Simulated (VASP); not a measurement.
Here is a VASP 6.6.1 calculation.

The input POSCAR:

```
SiC
1.0
    3.0753356298      0.0000000000      0.0000000000
   -1.5376678149      2.6633187805      0.0000000000
    0.0000000000      0.0000000000      5.0482216486
Si C
2 2
Direct
    0.3333333333      0.6666666667      0.0045987975
    0.6666666667      0.3333333333      0.5045987975
    0.3333333333      0.6666666667      0.3804012025
    0.6666666667      0.3333333333      0.8804012025
```

The input INCAR.step1:

```
SYSTEM = SiC
PREC = Accurate
ENCUT = 600
ISMEAR = 0
SIGMA = 0.01
LREAL = .False.
LASPH = .True.
NELM = 80
GGA = PE
ALGO = Normal
EDIFF = 1E-4
LWAVE = .True.
LCHARG = .False.
```

Contents of INCAR.step2:

```
SYSTEM = SiC
PREC = Accurate
ENCUT = 600
EDIFF = 1E-6
ISMEAR = 0
SIGMA = 0.01
LREAL = .False.
LASPH = .True.
NELM = 80
ALGO = Normal
ISIF = 3
LWAVE = .False.
LCHARG = .False.
METAGGA = R2SCAN
LMIXTAU = .True.
IBRION = 2
NSW = 100
EDIFFG = -0.002
PSTRESS = 70.0
ISTART = 1
```

The input KPOINTS:

```
Automatic mesh
0
Gamma
  8 8 6
  0 0 0
```

Potentials or basis: VASP PAW PBE potentials, release 64 (Si, C).

Run with:

```sh
$ cat potpaw_PBE.64/Si/POTCAR potpaw_PBE.64/C/POTCAR > POTCAR
$ cp INCAR.step1 INCAR
$ mpirun -np 1 vasp_std > vasp.out
$ cp INCAR.step2 INCAR
$ mpirun -np 1 vasp_std > vasp.out
```

Q: Predict the band gap on the k mesh.

A: 2.88 eV, indirect (least direct gap 4.56 eV).

Q: What does it give for the relaxed volume?

A: 10.03 Å³/atom.

Q: Estimate the relaxed cell.

A: a = 3.044 Å, b = 3.044 Å, c = 4.996 Å, α = 90.00°, β = 90.00°, γ = 120.00°.

Q: What does it give for the space group after relaxing (to 0.05 Å)?

A: P6_3mc (No. 186).

The path:
```
step  energy change (eV)  largest force (eV/Å)  pressure (GPa)  volume (Å³)
   1              0.0000                0.0010           -0.36        41.35
   2              0.1410                0.0126           17.63        38.57
   3              0.0247                0.0049            6.93        40.11
   4              0.0258                0.0051            7.08        40.09
   5              0.0247                0.0093            6.94        40.11
   6              0.0253                0.0027            7.02        40.10
   7              0.0250                0.0009            6.99        40.10
```

Caveat: the cell is relaxed towards a set pressure, so the enthalpy falls and the energy may rise; the PAW data sets were made with another functional, which shifts forces and pressure a little. A k mesh can miss the band edges.
